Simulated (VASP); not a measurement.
# KF (I4/mmm) in VASP: notebook

Runs on KF. Level: LDA. Tasks: single point.

All numbers are computed with VASP 6.6.1; they aren't measurements. Logs are shortened: lines on timing, memory, paths and dates and some standing lists are left out, and cuts for length are marked.

### Step 1. The cell of the first run

It takes space group I4/mmm (No. 139, tetragonal). Conventional cell: a = 3.875 Å, b = 3.875 Å, c = 5.080 Å, α = 90.00°, β = 90.00°, γ = 90.00°. K (site symmetry 4/mmm) has 6 F at 2.54 to 2.74 Å within 3.4 Å. F (site symmetry 4/mmm) has 6 K at 2.54 to 2.74 Å within 3.4 Å.

### Step 2. Single point, LDA (strain +0.025 along x and y, -0.050 along z)

The input, INCAR:

```
PREC = Accurate
ENCUT = 520
EDIFF = 1E-7
ISMEAR = 0
SIGMA = 0.05
LREAL = False
LASPH = True
NELM = 100
ALGO = Normal
ISIF = 2
LWAVE = False
LCHARG = False
GGA = CA
NBANDS = 15
```

The input, KPOINTS:

```
Automatic mesh
0
Gamma
  8 8 8
```

The input, POSCAR:

```
KF
1.0
    0.0000000000      2.7403375000      2.5398250000
    2.7403375000      0.0000000000      2.5398250000
    2.7403375000      2.7403375000      0.0000000000
K F
1 1
Direct
    0.0000000000      0.0000000000      0.0000000000
    0.5000000000      0.5000000000      0.5000000000
```

Potentials or basis: VASP PAW LDA potentials, release 64 (K_sv, F).

Run with:

```
$ cat potpaw_LDA.64/K_sv/POTCAR potpaw_LDA.64/F/POTCAR > POTCAR
$ mpirun -np 1 vasp_std > vasp.out
```

OUTCAR:

```text
PREC = Accurate
   ENCUT = 520
   EDIFF = 1E-7
   ISMEAR = 0
   LREAL = False
   LASPH = True
   NELM = 100
   ISIF = 2
   GGA = CA

 ion  position               nearest neighbor table
   1  0.000  0.000  0.000-   2 2.54   2 2.54   2 2.74   2 2.74   2 2.74   2 2.74
   2  0.500  0.500  0.500-   1 2.54   1 2.54   1 2.74   1 2.74   1 2.74   1 2.74

  LATTYP: Found a body centered tetragonal cell.
 ALAT       =     3.8754224580
 C/A-ratio  =     1.3107345212

  Lattice vectors:

 A1 = (   0.0000000000,  -2.7403375000,  -2.5398250000)
 A2 = (   0.0000000000,   2.7403375000,  -2.5398250000)
 A3 = (   2.7403375000,   0.0000000000,   2.5398250000)

Analysis of symmetry for initial positions (statically):
=====================================================================
 Subroutine PRICEL returns:
 Original cell was already a primitive cell.

 Routine SETGRP: Setting up the symmetry group for a
 body centered tetragonal supercell.

 Subroutine GETGRP returns: Found 16 space group operations
 (whereof 16 operations were pure point group operations)
 out of a pool of 16 trial point group operations.

The static configuration has the point symmetry D_4h.

Analysis of symmetry for dynamics (positions and initial velocities):
=====================================================================
 Subroutine PRICEL returns:
 Original cell was already a primitive cell.

 Routine SETGRP: Setting up the symmetry group for a
 body centered tetragonal supercell.

 Subroutine GETGRP returns: Found 16 space group operations
 (whereof 16 operations were pure point group operations)
 out of a pool of 16 trial point group operations.

The dynamic configuration has the point symmetry D_4h.

 Subroutine INISYM returns: Found 16 space group operations
 (whereof 16 operations are pure point group operations),
 and found     1 'primitive' translations

----------------------------------------------------------------------------------------

                                     Primitive cell

  volume of cell :      38.1454

  direct lattice vectors                    reciprocal lattice vectors
     0.000000000  2.740337500  2.539825000    -0.182459277  0.182459277  0.196863957
     2.740337500  0.000000000  2.539825000     0.182459277 -0.182459277  0.196863957
     2.740337500  2.740337500  0.000000000     0.182459277  0.182459277 -0.196863957

  length of vectors
     3.736329836  3.736329836  3.875422458     0.324558459  0.324558459  0.324558459

  position of ions in fractional coordinates (direct lattice)
     0.000000000  0.000000000  0.000000000
     0.500000000  0.500000000  0.500000000

  ion indices of the primitive-cell ions
   primitive index   ion index
                 1           1
                 2           2

----------------------------------------------------------------------------------------

 KPOINTS: Automatic mesh

Automatic generation of k-mesh.
 Grid dimensions read from file:
 generate k-points for:    8    8    8

 Generating k-lattice:

  Cartesian coordinates                     Fractional coordinates (reciprocal lattice)
    -0.022807410  0.022807410  0.024607995     0.125000000  0.000000000  0.000000000
     0.022807410 -0.022807410  0.024607995     0.000000000  0.125000000  0.000000000
     0.022807410  0.022807410 -0.024607995     0.000000000  0.000000000  0.125000000

  Length of vectors
     0.040569807  0.040569807  0.040569807

  Shift w.r.t. Gamma in fractional coordinates (k-lattice)
     0.000000000  0.000000000  0.000000000

 Subroutine IBZKPT returns following result:
 ===========================================

 Found     59 irreducible k-points:

 Following reciprocal coordinates:
            Coordinates               Weight
  0.000000  0.000000  0.000000      1.000000
  0.125000  0.000000  0.000000      8.000000
  0.250000  0.000000  0.000000      8.000000
  0.375000  0.000000  0.000000      8.000000
  0.500000  0.000000  0.000000      4.000000
  0.125000  0.125000  0.000000      2.000000
[... 16 lines left out ...]
  0.250000  0.000000  0.125000     16.000000
  0.375000  0.000000  0.125000     16.000000
 [... further k-points ...]
   k-points           NKPTS =     59   k-points in BZ     NKDIM =     59   number of bands    NBANDS=     15
   number of dos      NEDOS =    301   number of ions     NIONS =      2
   total plane-waves  NPLWV =  23520
   dimension x,y,z NGX =    28 NGY =   28 NGZ =   30
   dimension x,y,z NGXF=    56 NGYF=   56 NGZF=   60
   ions per type =               1   1
   NGX,Y,Z   is equivalent  to a cutoff of  12.46, 12.46, 12.87 a.u.
   NGXF,Y,Z  is equivalent  to a cutoff of  24.92, 24.92, 25.74 a.u.
 SYSTEM =  unknown system
   PREC   = accura    normal or accurate (medium, high low for compatibility)
   ISTART =      0    job   : 0-new  1-cont  2-samecut
   ICHARG =      2    charge: 1-file 2-atom 10-const
   ISPIN  =      1    spin polarized calculation?
   LNONCOLLINEAR =      F non collinear calculations
   LSORBIT =      F    spin-orbit coupling
   LASPH  =      T    aspherical Exc in radial PAW
   ENCUT  =  520.0 eV  38.22 Ry    6.18 a.u.   6.95  6.95  7.21*2*pi/ulx,y,z
   NELM   =    100;   NELMIN=  2; NELMDL= -5     # of ELM steps
   EDIFF  = 0.1E-06   stopping-criterion for ELM
   LREAL  =      F    real-space projection
   EDIFFG = 0.1E-05   stopping-criterion for IOM
   NSW    =      0    number of steps for IOM
   IBRION =     -1    ionic relax: 0-MD 1-quasi-New 2-CG
   NFREE  =      0    steps in history (QN), initial steepest desc. (CG)
   ISIF   =      2    stress and relaxation
   ISYM   =      2    0-nonsym 1-usesym 2-fastsym
   POTIM  = 0.5000    time-step for ionic-motion
   TEBEG  =    0.0;   TEEND  =   0.0 temperature during run
   PSTRESS=    0.0 pullay stress
   NELECT =      16.0000    total number of electrons
   NUPDOWN=      -1.0000    fix difference up-down
   EMIN   =  10.00;   EMAX   =-10.00  energy-range for DOS
   EFERMI =   0.00;   METHOD = LEGACY
   ISMEAR =     0;   SIGMA  =   0.05  broadening in eV -4-tet -1-fermi 0-gaus
   EFERMI_NEDOS =   21; number of points for ismear=-14 and -15
   IALGO  =     38    algorithm
   IMIX   =      4    mixing-type and parameters
     AMIX     =   0.40;   BMIX     =  1.00
     AMIX_MAG =   1.60;   BMIX_MAG =  1.00
  volume/ion in A,a.u.               =      19.07       128.71
  Fermi-wavevector in a.u.,A,eV,Ry     =   1.225465  2.315793 20.432741  1.501764
  Thomas-Fermi vector in A             =   2.360502
   LORBIT       =      0    0 simple, 1 ext, 2 COOP (PROOUT), +10 PAW based schemes
   GGA     = CA    functional components
   LHFCALC =     F    Hartree Fock is set to
   AEXX    =    0.0000 exact exchange contribution
   IVDW    =     0    specifies the selected vdW correction
   LEPSILON=     F    determine dielectric tensor
   LRPA    =     F    only Hartree local field effects (RPA)
 non-spin polarized calculation
 Gauss-broadening in eV      SIGMA  =   0.05
  energy-cutoff  :      520.00
  volume of cell :       38.15
 maximum number of plane-waves:      1050
   NGX = 13   NGY = 13   NGZ = 15

 number of electron      16.0000005 magnetization

 Free energy of the ion-electron system (eV)
  ---------------------------------------------------
  ext. energy  EPLUGINS =         0.00000000
  ---------------------------------------------------
  free energy    TOTEN  =        -9.01129724 eV

  energy without entropy =       -9.01129724  energy(sigma->0) =       -9.01129724

 E-fermi :  -2.9017     XC(G=0):  -9.1133

 val. band max:       -3.1322125361   @ k =   0.0000   0.0000   0.0000
 cond. band min:       2.5307831200   @ k =   0.0000   0.0000   0.0000
 fundamental gap:      5.6629956561
 Fermi energy:        -2.9017476260

 k-point     1 :       0.0000    0.0000    0.0000
  band No.  band energies     occupation
      1     -28.8452      2.00000
      2     -21.4552      2.00000
      3     -12.3312      2.00000
      4     -12.3178      2.00000
      5     -12.3178      2.00000
      6      -3.2743      2.00000
      7      -3.2743      2.00000
      8      -3.1322      2.00000
      9       2.5308      0.00000
     10       7.1669      0.00000
     11       7.1669      0.00000
     12       7.6172      0.00000
     13       8.6369      0.00000
     14       9.4768      0.00000
     15      13.1937      0.00000

 k-point     2 :       0.1250    0.0000    0.0000
  band No.  band energies     occupation
      1     -28.8297      2.00000
      2     -21.4715      2.00000
      3     -12.3641      2.00000
      4     -12.3299      2.00000
      5     -12.3232      2.00000
      6      -3.3970      2.00000
      7      -3.3240      2.00000
      8      -3.2301      2.00000
      9       2.9696      0.00000
     10       7.0003      0.00000
     11       7.3899      0.00000
     12       7.7029      0.00000
     13       8.7914      0.00000
     14       9.6276      0.00000
     15      13.9990      0.00000

 k-point     3 :       0.2500    0.0000    0.0000
  band No.  band energies     occupation
      1     -28.7918      2.00000
      2     -21.5105      2.00000
      3     -12.4664      2.00000
      4     -12.3586      2.00000
      5     -12.3116      2.00000
      6      -3.7025      2.00000
      7      -3.4411      2.00000
      8      -3.4048      2.00000
      9       4.0568      0.00000
     10       6.6333      0.00000
     11       7.9164      0.00000
     12       8.2096      0.00000
     13       9.3072      0.00000
     14      10.0590      0.00000
     15      15.1040      0.00000

 k-point     4 :       0.3750    0.0000    0.0000
  band No.  band energies     occupation
      1     -28.7534      2.00000
      2     -21.5501      2.00000
      3     -12.5676      2.00000
      4     -12.3869      2.00000
      5     -12.2990      2.00000
      6      -3.9785      2.00000
      7      -3.5586      2.00000
      8      -3.5546      2.00000
      9       5.1723      0.00000
     10       6.6476      0.00000
     11       8.3576      0.00000
     12       8.7927      0.00000
     13      10.2902      0.00000
     14      10.7143      0.00000
     15      13.7328      0.00000
[... 307 lines left out ...]
 k-point    22 :       0.1250    0.0000    0.1250
  band No.  band energies     occupation
      1     -28.8269      2.00000
      2     -21.4675      2.00000
      3     -12.3678      2.00000
      4     -12.3567      2.00000
      5     -12.3411      2.00000
      6      -3.4995      2.00000
      7      -3.2908      2.00000
      8      -3.1452      2.00000
      9       3.0891      0.00000
     10       6.6415      0.00000
     11       7.5897      0.00000
     12       7.9767      0.00000
     13       8.8012      0.00000
     14       9.5763      0.00000
     15      14.1852      0.00000

 k-point    23 :       0.2500    0.0000    0.1250
  band No.  band energies     occupation
      1     -28.7984      2.00000
      2     -21.4896      2.00000
      3     -12.4554      2.00000
      4     -12.3782      2.00000
      5     -12.3676      2.00000
      6      -3.6819      2.00000
      7      -3.3651      2.00000
      8      -3.2451      2.00000
      9       3.9186      0.00000
     10       6.2943      0.00000
     11       8.0635      0.00000
     12       8.3838      0.00000
     13       9.0897      0.00000
     14       9.8423      0.00000
     15      15.3401      0.00000

 k-point    24 :       0.3750    0.0000    0.1250
  band No.  band energies     occupation
      1     -28.7606      2.00000
      2     -21.5249      2.00000
      3     -12.5656      2.00000
      4     -12.4082      2.00000
      5     -12.3694      2.00000
      6      -3.8480      2.00000
      7      -3.5062      2.00000
      8      -3.4241      2.00000
      9       5.0513      0.00000
     10       6.2816      0.00000
     11       8.3463      0.00000
     12       8.8756      0.00000
     13       9.8835      0.00000
     14      10.4822      0.00000
     15      13.9226      0.00000

 [... further k-points ...]
[... 5 lines left out ...]
  --------------------------------------------------------------------------------------
  -------------------------------------------------------------------------------------
  Total       -1.0062816     -1.0062816     -0.0287527      0.0000000      0.0000000     -0.0000000
  in kB      -42.2657160    -42.2657160     -1.2076677      0.0000000      0.0000000     -0.0000000
  external PRESSURE =     -28.5796999 kB  Pullay stress =       0.0000000 kB

 VOLUME and BASIS-vectors are now :
 -----------------------------------------------------------------------------
  energy-cutoff  :      520.00
  volume of cell :       38.15
      direct lattice vectors                 reciprocal lattice vectors
     0.000000000  2.740337500  2.539825000    -0.182459277  0.182459277  0.196863957
     2.740337500  0.000000000  2.539825000     0.182459277 -0.182459277  0.196863957
     2.740337500  2.740337500  0.000000000     0.182459277  0.182459277 -0.196863957

 POSITION                                       TOTAL-FORCE (eV/Angst)
 -----------------------------------------------------------------------------------
      0.00000      0.00000      0.00000         0.000000      0.000000      0.000000
      2.74034      2.74034      2.53982         0.000000     -0.000000      0.000000
 -----------------------------------------------------------------------------------
    total drift:                                0.000000      0.000000      0.000000

  FREE ENERGIE OF THE ION-ELECTRON SYSTEM (eV)
  ---------------------------------------------------
  free  energy   TOTEN  =        -9.0112972399 eV

  energy  without entropy=       -9.0112972399  energy(sigma->0) =       -9.01129724
```

Run time: 17 s. Hardware: 1 thread of Intel Xeon Platinum 8488C (Sapphire Rapids), shared host; peak memory 0.16 GiB.

What came out:

```
Free energy            : -9.0113 eV
Pressure               : -2.9 GPa
Band gap on the k mesh : 5.66 eV, direct
```

Caveat: the cell differs from its parent crystal (strain +0.025 along x and y, -0.050 along z). A k mesh can miss the band edges.

[end of part 1 of 2]
